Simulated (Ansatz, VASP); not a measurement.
Two plane-wave programs on TiC

Contents of INCAR:

```
ALGO = Normal
EDIFF = 1E-6
ENCUT = 520
GGA = PS
ISIF = 2
ISMEAR = 1
LASPH = T
LCHARG = F
LREAL = F
LWAVE = F
NBANDS = 42
NELM = 60
PREC = Accurate
SIGMA = 0.1
```

The input KPOINTS:

```
k-points
0
Gamma
  12 12 12
```

POSCAR

```
TiC
1.0
    4.3280000000      0.0000000000      0.0000000000
    0.0000000000     -4.3280000000      0.0000000000
    0.0000000000      0.0000000000     -4.3280000000
Ti C
4 4
Direct
    0.0000000000      0.5000000000      0.5000000000
    0.5000000000      0.0000000000      0.5000000000
    0.5000000000      0.5000000000      0.0000000000
    0.0000000000      0.0000000000      0.0000000000
    0.5000000000      0.0000000000      0.0000000000
    0.0000000000      0.5000000000      0.0000000000
    0.0000000000      0.0000000000      0.5000000000
    0.5000000000      0.5000000000      0.5000000000
```

Input for Ansatz:

```yaml
crystal:
  lattice:
    - [4.328, 0.0, 0.0]
    - [0.0, -4.328, 0.0]
    - [0.0, 0.0, -4.328]
  atoms:
    - { symbol: Ti, position: [0.0, 0.5, 0.5] }
    - { symbol: Ti, position: [0.5, 0.0, 0.5] }
    - { symbol: Ti, position: [0.5, 0.5, 0.0] }
    - { symbol: Ti, position: [0.0, 0.0, 0.0] }
    - { symbol: C, position: [0.5, 0.0, 0.0] }
    - { symbol: C, position: [0.0, 0.5, 0.0] }
    - { symbol: C, position: [0.0, 0.0, 0.5] }
    - { symbol: C, position: [0.5, 0.5, 0.5] }
basis:
  ecutwfc: 420
kpoints:
  mp_grid: { grid: [12, 12, 12] }
hamiltonian:
  xc: pbesol
scf:
  occupations: { method: cold, width: 0.1 }
output:
  forces: true
  stress: true
  eigenvalues: true
```

Alike in both runs: task single point; functional PBEsol; k mesh 12 × 12 × 12; no spin polarisation.

```csv
,VASP,Ansatz
version,VASP 6.6.1,Ansatz 0.2.0
potentials or method,"VASP PAW PBE potentials, release 64 (Ti_sv, C), cutoff 520 eV","scalar-relativistic, plane waves, PAW"
occupations,"methfessel-paxton of order 1, width 0.1 eV","cold, width 0.1 eV"
valence electrons in the cell,64,64
```

```tsv
	VASP	Ansatz	Ansatz less VASP
gap on the k mesh at the Fermi level (eV)	none	none	-
pressure (GPa)	-5.9	-6.2	-0.29
```

VASP's potentials were made for PBE, not for PBEsol. A gap of «none» marks a metal or a gap that the smearing closes.
